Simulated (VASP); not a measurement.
A run of VASP 6.6.1:

File INCAR:

```
SYSTEM = ZnGeP2
PREC = Accurate ; ENCUT = 500
EDIFF = 1E-6 ; ISMEAR = -1
SIGMA = 0.02 ; LREAL = .FALSE.
LASPH = .TRUE. ; NELM = 120
ALGO = Normal ; ISIF = 2
LWAVE = .FALSE. ; LCHARG = .FALSE.
GGA = PS ; NBANDS = 46
GGA_COMPAT = .FALSE.
```

Contents of KPOINTS:

```
regular mesh
0
G
  6 6 6
  0 0 0
```

The input POSCAR:

```
ZnGeP2
1.0
   -2.7122164394      2.7122164394      5.3545726851
    2.7122164394     -2.7122164394      5.3545726851
    2.7122164394      2.7122164394     -5.3545726851
Zn Ge P
2 2 4
Direct
    0.7500000000      0.2500000000      0.5000000000
    0.0000000000      0.0000000000      0.0000000000
    0.2500000000      0.7500000000      0.5000000000
    0.5000000000      0.5000000000      0.0000000000
    0.1266842765      0.6250000000      0.0016842765
    0.8750000000      0.8733157235      0.4983157235
    0.3750000000      0.3766842765      0.5016842765
    0.6233157235      0.1250000000      0.9983157235
```

Potentials or basis: VASP PAW PBE potentials, release 64 (Zn, Ge_d, P).

Command:

```console
$ cat potpaw_PBE.64/Zn/POTCAR potpaw_PBE.64/Ge_d/POTCAR potpaw_PBE.64/P/POTCAR > POTCAR
$ mpirun -np 1 vasp_std > vasp.out
```

Hardware: 1 thread of Oxide Virtual Turin-like Processor, with other jobs on the host.

Task: How long does it take, and how much memory?

Result: Run time: 6.4 min on 1 thread of Oxide Virtual Turin-like Processor, with other jobs on the host, peak memory 0.39 GiB. Counts: scf iterations 14, k points 30.
